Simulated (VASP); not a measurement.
Input of a VASP 6.6.1 run:

File INCAR:

```
SYSTEM = Au
PREC = Accurate ; ENCUT = 520
EDIFF = 1E-6 ; ISMEAR = -1
SIGMA = 0.1 ; LREAL = .FALSE.
LASPH = .TRUE. ; NELM = 100
ALGO = Normal ; ISIF = 2
LWAVE = .FALSE. ; LCHARG = .FALSE.
GGA = B5 ; ALDAX = 1.0
AGGAX = 1.0 ; AGGAC = 1.0
ALDAC = 0.0 ; NBANDS = 18
```

The input KPOINTS:

```
Automatic mesh
0
G
  10 10 10
  0 0 0
```

File POSCAR:

```
Au
1.0
    0.0000000000      3.1955715809      3.1955715809
    3.1955715809      0.0000000000      3.1955715809
    3.1955715809      3.1955715809      0.0000000000
Au
2
Direct
    0.1250000000      0.1250000000      0.1250000000
    0.8750000000      0.8750000000      0.8750000000
```

Potentials or basis: VASP PAW PBE potentials, release 64 (Au).

Run with:

```console
$ cat potpaw_PBE.64/Au/POTCAR > POTCAR
$ mpirun -np 1 vasp_std > vasp.out
```

Question: Predict the pressure.

Answer: -1.3 GPa.

Question: Predict the band gap on the k mesh.

Answer: Zero (bands 11 and 12 overlap by 0.55 eV).

Caveat: the PAW data sets were made with another functional, which shifts forces and pressure a little; spin-orbit coupling is left out, which moves the levels of the heavy elements.
